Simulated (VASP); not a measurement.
CaO:

```
Ca O
1.0
     0.00000    2.38742    2.38742
     2.38742    0.00000    2.38742
     2.38742    2.38742    0.00000
Ca O
1 1
Direct
  0.00000 0.00000 0.00000
  0.50000 0.50000 0.50000
```

Base run:

| Property | Result |
| --- | --- |
| Program | VASP 6.6.1 |
| Functional | BLYP |
| Potentials or basis | VASP PAW PBE potentials, release 64 (Ca_sv, O) |
| Cutoff | 520 eV |
| k mesh | 10 × 10 × 10 |
| Occupations | fermi-dirac, width 0.05 eV |
| Spin | no spin polarisation |

Its results: band gap on the k mesh 3.72 eV (least direct gap 4.09 eV); pressure 7.5 GPa.

**Question.** The run is repeated on the same cell with these changes: functional from BLYP to PBEsol; dispersion from none to D4. What comes out?

**Answer.** Band gap on the k mesh 3.52 eV (least direct gap 3.90 eV); pressure -1.2 GPa.

Several settings changed at once.

Caveats: the PAW data sets were made with another functional, which shifts forces and pressure a little; the cell stands under pressure (at least some runs).

A k mesh can miss the band edges.
